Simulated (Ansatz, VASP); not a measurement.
**Ga6H: VASP beside Ansatz**

```
CELL_PARAMETERS angstrom
-3.05199 3.05199 3.05199
3.05199 -3.05199 3.05199
3.05199 3.05199 -3.05199
ATOMIC_POSITIONS crystal
Ga 0.25000 0.62500 0.37500
Ga 0.37500 0.25000 0.62500
Ga 0.75000 0.87500 0.12500
Ga 0.12500 0.75000 0.87500
Ga 0.62500 0.37500 0.25000
Ga 0.87500 0.12500 0.75000
H 0.91667 0.66667 0.25000
```

Alike in both runs: task single point; functional PBE; k mesh 4 × 4 × 4; occupations gaussian, width 0.1 eV; no spin polarisation.

```csv
,VASP,Ansatz
version,VASP 6.6.1,Ansatz 0.2.0
potentials or method,"VASP PAW PBE potentials, release 64 (Ga_d, H), cutoff 520 eV","scalar-relativistic, plane waves, PAW"
valence electrons in the cell,79,79
```

|  | VASP | Ansatz | Ansatz less VASP |
| --- | --- | --- | --- |
| gap on the k mesh at the Fermi level (eV) | none | none | - |
| pressure (GPa) | 3.4 | 3.3 | -0.09 |
| traceless stress, the component that is largest in VASP (GPa) | -1.13 | -1.11 | +0.012 |
| rms of the force components (eV/Å) | 0.337 | 0.334 | -0.0035 |

Atom by atom the forces differ by 0.004 eV/Å (rms over components). A gap of «none» marks a metal or a gap that the smearing closes.

The k mesh is coarse, so the values compare programs but aren't converged.
